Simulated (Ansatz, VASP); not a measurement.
## Two plane-wave programs on AgO2

```
Ag O
1.0
     5.37476    0.00000    0.00000
     0.00000    5.37476    0.00000
     0.00000    0.00000    5.37476
Ag O
4 8
Direct
  0.50000 0.50000 0.00000
  0.00000 0.50000 0.50000
  0.00000 0.00000 0.00000
  0.50000 0.00000 0.50000
  0.92511 0.07489 0.57489
  0.07489 0.92511 0.42511
  0.57489 0.57489 0.57489
  0.42511 0.42511 0.42511
  0.57489 0.92511 0.07489
  0.42511 0.07489 0.92511
  0.07489 0.57489 0.92511
  0.92511 0.42511 0.07489
```

Alike in both runs: functional PBE; k mesh 3 × 3 × 3; occupations gaussian, width 0.2 eV; no spin polarisation.

Ansatz relaxed the structure, and its values are those at the end. VASP's run is a single point on that final structure, the one shown.

```csv
,VASP,Ansatz
version,VASP 6.6.1,Ansatz 0.2.0
potentials or method,"VASP PAW PBE potentials, release 64 (Ag_sv_GW, O), cutoff 700 eV","scalar-relativistic, plane waves, PAW"
valence electrons in the cell,124,124
```

```csv
,VASP,Ansatz,Ansatz less VASP
gap on the k mesh at the Fermi level (eV),none,none,-
pressure (GPa),0.6,0.5,-0.14
rms of the force components (eV/Å),0.128,0.002,-0.1269
```

A gap of «none» marks a metal or a gap that the smearing closes. One of these differences is far larger than is usual between the two programs; its cause wasn't traced. The functional is the same, so the differences come from potentials, cutoffs and numerics.

The k mesh is coarse, so the values compare programs but aren't converged.
